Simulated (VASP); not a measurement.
# BP (F-43m) in VASP: notebook, part 2 of 2

VASP 6.6.1.

### 3 Single point, r2SCAN

Contents of POSCAR:

```
BP
1.0
    0.0000000000      2.2683155811      2.2683155811
    2.2683155811      0.0000000000      2.2683155811
    2.2683155811      2.2683155811      0.0000000000
B P
1 1
Direct
    0.0000000000      0.0000000000      0.0000000000
    0.2500000000      0.2500000000      0.2500000000
```

Contents of INCAR.step1:

```
SYSTEM = BP
ALGO = Normal ; EDIFF = 1E-4
ENCUT = 520 ; GGA = PE
ISMEAR = -1 ; LASPH = .TRUE.
LCHARG = .FALSE. ; LREAL = .FALSE.
LWAVE = .TRUE. ; NBANDS = 11
NELM = 80 ; PREC = Accurate
SIGMA = 0.02
```

Contents of INCAR.step2:

```
SYSTEM = BP
ALGO = Normal ; EDIFF = 1E-6
ENCUT = 520 ; ISIF = 2
ISMEAR = -1 ; ISTART = 1
LASPH = .TRUE. ; LCHARG = .TRUE.
LELF = .TRUE. ; LMIXTAU = .TRUE.
LREAL = .FALSE. ; LVHAR = .TRUE.
LWAVE = .FALSE. ; METAGGA = R2SCAN
NBANDS = 11 ; NELM = 80
PREC = Accurate ; SIGMA = 0.02
```

Contents of KPOINTS:

```
k-points
0
G
  8 8 8
  0 0 0
```

Potentials or basis: VASP PAW PBE potentials, release 64 (B, P).

On the command line:

```bash
cat potpaw_PBE.64/B/POTCAR potpaw_PBE.64/P/POTCAR > POTCAR
cp INCAR.step1 INCAR
mpirun -np 1 vasp_std > vasp.out
cp INCAR.step2 INCAR
mpirun -np 1 vasp_std > vasp.out
```

OUTCAR:

```text
SYSTEM = BP
   EDIFF = 1E-6
   ENCUT = 520
   ISIF = 2
   ISMEAR = -1
   ISTART = 1
   LASPH = .TRUE.
   LREAL = .FALSE.
   METAGGA = R2SCAN
   NELM = 80
   PREC = Accurate

 ion  position               nearest neighbor table
   1  0.000  0.000  0.000-   2 1.96   2 1.96   2 1.96   2 1.96
   2  0.250  0.250  0.250-   1 1.96   1 1.96   1 1.96   1 1.96

  LATTYP: Found a face centered cubic cell.
 ALAT       =     4.5366311622

  Lattice vectors:

 A1 = (   0.0000000000,   2.2683155811,   2.2683155811)
 A2 = (   2.2683155811,   0.0000000000,   2.2683155811)
 A3 = (   2.2683155811,   2.2683155811,   0.0000000000)

Analysis of symmetry for initial positions (statically):
=====================================================================
 Subroutine PRICEL returns:
 Original cell was already a primitive cell.

 Routine SETGRP: Setting up the symmetry group for a
 face centered cubic supercell.

 Subroutine GETGRP returns: Found 24 space group operations
 (whereof 24 operations were pure point group operations)
 out of a pool of 48 trial point group operations.

The static configuration has the point symmetry T_d .

Analysis of symmetry for dynamics (positions and initial velocities):
[... 166 lines left out ...]
  band No.  band energies     occupation
      1      -8.8674      2.00000
      2       7.4005      2.00000
      3       7.4005      2.00000
      4       7.4005      2.00000
      5      11.0420      0.00000
      6      11.0420      0.00000
      7      11.0420      0.00000
      8      15.4256      0.00000
      9      19.8114      0.00000
     10      20.0494      0.00000
     11      20.0494      0.00000
[... 309 lines left out ...]
 k-point    24 :      -0.3750    0.2500    0.1250
  band No.  band energies     occupation
      1      -4.6692      2.00000
      2      -1.5139      2.00000
      3       2.6341      2.00000
      4       4.1177      2.00000
      5      11.9602      0.00000
      6      12.9620      0.00000
      7      16.3038      0.00000
      8      17.9160      0.00000
      9      18.4921      0.00000
     10      22.7123      0.00000
     11      25.2117      0.00000

 [... further k-points ...]
[... 5 lines left out ...]
  --------------------------------------------------------------------------------------
  -------------------------------------------------------------------------------------
  Total       -0.0735500     -0.0735500     -0.0735500     -0.0000000      0.0000000      0.0000000
  in kB       -5.0483902     -5.0483902     -5.0483902     -0.0000000      0.0000000      0.0000000
  external PRESSURE =      -5.0483902 kB  Pullay stress =       0.0000000 kB

 VOLUME and BASIS-vectors are now :
 -----------------------------------------------------------------------------
  energy-cutoff  :      520.00
  volume of cell :       23.34
      direct lattice vectors                 reciprocal lattice vectors
     0.000000000  2.268315581  2.268315581    -0.220427882  0.220427882  0.220427882
     2.268315581  0.000000000  2.268315581     0.220427882 -0.220427882  0.220427882
     2.268315581  2.268315581  0.000000000     0.220427882  0.220427882 -0.220427882

 POSITION                                       TOTAL-FORCE (eV/Angst)
 -----------------------------------------------------------------------------------
      0.00000      0.00000      0.00000         0.000000      0.000000      0.000000
      1.13416      1.13416      1.13416        -0.000000     -0.000000     -0.000000
 -----------------------------------------------------------------------------------
    total drift:                                0.000000      0.000000      0.000000

  FREE ENERGIE OF THE ION-ELECTRON SYSTEM (eV)
  ---------------------------------------------------
  free  energy   TOTEN  =       -17.3095092566 eV

  energy  without entropy=      -17.3095092566  energy(sigma->0) =      -17.30950926
```

OSZICAR.step1:

```text
N       E                     dE             d eps       ncg     rms          rms(c)
DAV:   1     0.921940217783E+01    0.92194E+01   -0.39387E+03   638   0.653E+02
DAV:   2    -0.129637986862E+02   -0.22183E+02   -0.20846E+02   858   0.108E+02
DAV:   3    -0.136358008064E+02   -0.67200E+00   -0.66947E+00   815   0.159E+01
DAV:   4    -0.136386488261E+02   -0.28480E-02   -0.28477E-02   722   0.119E+00
DAV:   5    -0.136386633449E+02   -0.14519E-04   -0.14519E-04   772   0.886E-02    0.722E+00
DAV:   6    -0.130270199291E+02    0.61164E+00   -0.13934E+00   725   0.511E+00    0.389E+00
DAV:   7    -0.129357836657E+02    0.91236E-01   -0.23426E-01   791   0.241E+00    0.133E+00
DAV:   8    -0.129279316066E+02    0.78521E-02   -0.26832E-02   748   0.933E-01    0.194E-01
DAV:   9    -0.129282510341E+02   -0.31943E-03   -0.71545E-04   721   0.180E-01    0.125E-01
DAV:  10    -0.129284480778E+02   -0.19704E-03   -0.24775E-04   717   0.988E-02    0.282E-02
DAV:  11    -0.129284588794E+02   -0.10802E-04   -0.11458E-05   382   0.225E-02
   1 F= -.12928459E+02 E0= -.12928459E+02  d E =-.299775E-10
```

Run time: 27 s. Hardware: 1 thread of Intel Xeon 8259CL, shared host; peak memory 0.13 GiB.

Results:

| Quantity | Value |
| --- | --- |
| Free energy | -17.3095 eV |
| Pressure | -0.5 GPa |
| Band gap on the k mesh | 1.48 eV, indirect (least direct gap 3.64 eV) |

Caveat: the PAW data sets were made with another functional, which shifts forces and pressure a little.

### 4 Single point, r2SCAN

POSCAR is that of step 3.

Contents of INCAR.step1:

```
PREC = Accurate ; ENCUT = 520
ISMEAR = 0 ; SIGMA = 0.01
LREAL = F ; LASPH = T
NELM = 80 ; NBANDS = 11
GGA = PE ; ALGO = Normal
EDIFF = 1E-4 ; LWAVE = T
LCHARG = F
```

Contents of INCAR.step2:

```
PREC = Accurate ; ENCUT = 520
EDIFF = 1E-6 ; ISMEAR = 0
SIGMA = 0.01 ; LREAL = F
LASPH = T ; NELM = 80
ALGO = Normal ; ISIF = 2
LWAVE = F ; LCHARG = F
METAGGA = R2SCAN ; LMIXTAU = T
NBANDS = 11 ; ISTART = 1
```

Contents of KPOINTS:

```
regular mesh
0
Gamma
  10 10 10
```

On the command line:

```bash
cat potpaw_PBE.64/B/POTCAR potpaw_PBE.64/P/POTCAR > POTCAR
cp INCAR.step1 INCAR
mpirun -np 1 vasp_std > vasp.out
cp INCAR.step2 INCAR
mpirun -np 1 vasp_std > vasp.out
```

Run time: 42 s. Hardware: 1 thread of Intel Xeon 8259CL, shared host; peak memory 0.14 GiB.

The run converged. Its results:

- Free energy: -17.3113 eV
- Pressure: -0.5 GPa
- Band gap on the k mesh: 1.45 eV, indirect (least direct gap 3.64 eV)

Levels at points of the mesh, in eV from the valence-band top:
```csv
k point,band 1,band 2,band 3,band 4,band 5,band 6,band 7,band 8
"(0.00, 0.00, 0.00)",-16.27,0.00,0.00,0.00,3.64,3.64,3.64,8.02
"(0.50, 0.00, 0.00)",-12.77,-9.51,-1.87,-1.87,4.14,5.03,5.03,10.92
"(0.50, 0.50, 0.00)",-11.10,-9.13,-4.35,-4.35,1.54,1.91,13.07,13.07
```

Caveat: the PAW data sets were made with another functional, which shifts forces and pressure a little. r2SCAN opens gaps a little over a GGA but as a rule still falls short of measured ones.

### 5 The runs side by side

```csv
level,potentials or basis,k mesh,smearing,gap on the mesh (eV),pressure (GPa)
LDA,"VASP PAW LDA potentials, release 64 (B, P)",10 × 10 × 10,gaussian 0.01 eV,1.19,-5.2
r2SCAN,"VASP PAW PBE potentials, release 64 (B, P)",8 × 8 × 8,fermi-dirac 0.02 eV,1.48,-0.5
r2SCAN,"VASP PAW PBE potentials, release 64 (B, P)",10 × 10 × 10,gaussian 0.01 eV,1.45,-0.5
```

Alike in all rows: task single point; no spin polarisation; cell as given; cutoff (eV) 520.

Caveats: the PAW data sets were made with another functional, which shifts forces and pressure a little (some runs).

Absolute energies hang on the potentials; compare differences alone.
